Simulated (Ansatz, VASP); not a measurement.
## Two plane-wave programs on Cd

File INCAR:

```
ALGO     = Normal         # electronic algorithm
EDIFF    = 1E-6           # SCF threshold, eV
ENCUT    = 500            # plane-wave cutoff, eV
GGA      = RE             # functional
GGA_COMPAT= F            
ISIF     = 2              # what is computed and relaxed
ISMEAR   = 1              # smearing method
LASPH    = T              # aspherical terms in the spheres
LCHARG   = F              # write CHGCAR
LREAL    = F              # projectors in reciprocal space
LWAVE    = F              # write WAVECAR
NBANDS   = 19             # bands
NELM     = 120            # most SCF steps
PREC     = Accurate       # precision mode
SIGMA    = 0.029          # smearing width, eV
```

The input KPOINTS:

```
k-points
0
Gamma
  6 6 4
```

File POSCAR:

```
Cd
1.0
    2.8951171595      0.0000000000      0.0000000000
   -1.4475585797      2.5072450071      0.0000000000
    0.0000000000      0.0000000000      5.4597015706
Cd
2
Direct
    0.3333333333      0.6666666667      0.2500000000
    0.6666666667      0.3333333333      0.7500000000
```

Input for Ansatz:

```yaml
crystal:
  lattice:
    - [2.8951171595, 0.0, 0.0]
    - [-1.4475585797, 2.5072450071, 0.0]
    - [0.0, 0.0, 5.4597015706]
  atoms:
    - { symbol: Cd, position: [0.3333333333, 0.6666666667, 0.25] }
    - { symbol: Cd, position: [0.6666666667, 0.3333333333, 0.75] }
basis:
  ecutrho_ratio: 12
kpoints:
  mp_grid: { grid: [6, 6, 4] }
hamiltonian:
  xc: revpbe
scf:
  occupations: { method: cold, width: 0.029 }
output:
  forces: true
  stress: true
  eigenvalues: true
```

Alike in both runs: task single point; functional revPBE; k mesh 6 × 6 × 4; no spin polarisation.

|  | VASP | Ansatz |
| --- | --- | --- |
| version | VASP 6.6.1 | Ansatz 0.2.0 |
| potentials or method | VASP PAW PBE potentials, release 64 (Cd) | scalar-relativistic, plane waves, PAW |
| plane-wave cutoff (eV) | 500 | 420 |
| occupations | methfessel-paxton of order 1, width 0.029 eV | cold, width 0.029 eV |
| valence electrons in the cell | 24 | 40 |

|  | VASP | Ansatz | Ansatz less VASP |
| --- | --- | --- | --- |
| gap on the k mesh at the Fermi level (eV) | none | none | - |
| pressure (GPa) | 13.4 | 13.0 | -0.44 |
| traceless stress, the component that is largest in VASP (GPa) | -2.37 | -2.18 | +0.184 |

VASP's potentials were made for PBE, not for revPBE. A gap of «none» marks a metal or a gap that the smearing closes. VASP's potentials hold 24 valence electrons a cell and Ansatz's 40, so a difference there can come from the potentials and not from the codes.

The k mesh is coarse, so the values compare programs but aren't converged.
